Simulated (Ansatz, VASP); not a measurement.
# PtSe2: VASP beside Ansatz

Contents of POSCAR:

```
PtSe2
1.0
    3.7240000000      0.0000000000      0.0000000000
   -1.8620000000      3.2250786037      0.0000000000
    0.0000000000      0.0000000000      5.0620000000
Pt Se
1 2
Direct
    0.0000000000      0.0000000000      0.0000000000
    0.6666666667      0.3333333333      0.7500000000
    0.3333333333      0.6666666667      0.2500000000
```

INCAR.step1

```
SYSTEM = PtSe2
PREC = Accurate ; ENCUT = 520
EDIFF = 1E-5 ; ISMEAR = -1
SIGMA = 0.05 ; LREAL = .FALSE.
LASPH = .TRUE. ; NELM = 100
ALGO = Normal ; ISIF = 2
LWAVE = .TRUE. ; LCHARG = .FALSE.
GGA = PE ; NBANDS = 18
```

INCAR.step2

```
SYSTEM = PtSe2
PREC = Accurate ; ENCUT = 520
EDIFF = 1E-6 ; ISMEAR = -1
SIGMA = 0.05 ; LREAL = .FALSE.
LASPH = .TRUE. ; NELM = 100
ALGO = Normal ; ISIF = 2
LWAVE = .FALSE. ; LCHARG = .FALSE.
GGA = PE ; LHFCALC = .TRUE.
AEXX = 0.15 ; HFSCREEN = 0.2078699
PRECFOCK = Normal ; ISTART = 1
NBANDS = 18
```

File KPOINTS:

```
regular mesh
0
G
  5 5 3
  0 0 0
```

input.yaml

```yaml
crystal:
  lattice:
    - [3.724, 0.0, 0.0]
    - [-1.862, 3.2250786037, 0.0]
    - [0.0, 0.0, 5.062]
  atoms:
    - { symbol: Pt, position: [0.0, 0.0, 0.0] }
    - { symbol: Se, position: [0.6666666667, 0.3333333333, 0.75] }
    - { symbol: Se, position: [0.3333333333, 0.6666666667, 0.25] }
hamiltonian:
  xc:
    exchange: pbe
    correlation: pbe
    exx: { coeff: 0.15, omega: 0.2078699 }
  pseudopotentials: { kind: paw }
kpoints:
  mp_grid: { grid: [5, 5, 3] }
scf:
  occupations: { method: fermi_dirac, width: 0.05 }
output:
  forces: true
  stress: true
  eigenvalues: true
```

Alike in both runs: task single point; functional PBE-based screened hybrid with a share of 0.15 of exact exchange and HFSCREEN = 0.2078699; k mesh 5 × 5 × 3; occupations fermi-dirac, width 0.05 eV; no spin polarisation.

|  | VASP | Ansatz |
| --- | --- | --- |
| version | VASP 6.6.1 | Ansatz 0.2.0 |
| potentials or method | VASP PAW PBE potentials, release 64 (Pt, Se) | Ansatz PAW |
| plane-wave cutoff (eV) | 520 | 420 |
| valence electrons in the cell | 22 | 50 |

VASP gave:

```
gap on the k mesh at the Fermi level (eV)                     : none
pressure (GPa)                                                : 4.3
traceless stress, the component that is largest in VASP (GPa) : -0.70
rms of the force components (eV/Å)                            : 0.117
```

**Question.** Estimate Ansatz's values.

**Answer.** gap on the k mesh at the Fermi level (eV): none; pressure (GPa): 4.5; traceless stress, the component that is largest in VASP (GPa): -0.72; rms of the force components (eV/Å): 0.117.

VASP's potentials were made for PBE, not for PBE-based screened hybrid. Atom by atom the forces differ by 0.000 eV/Å (rms over components). A gap of «none» marks a metal or a gap that the smearing closes. With one functional, cell and mesh, what is left measures potentials, basis and numerics. VASP's potentials hold 22 valence electrons a cell and Ansatz's 50, so a difference there can come from the potentials and not from the codes.

The k mesh is coarse, so the values compare programs but aren't converged. Spin-orbit coupling is off throughout.
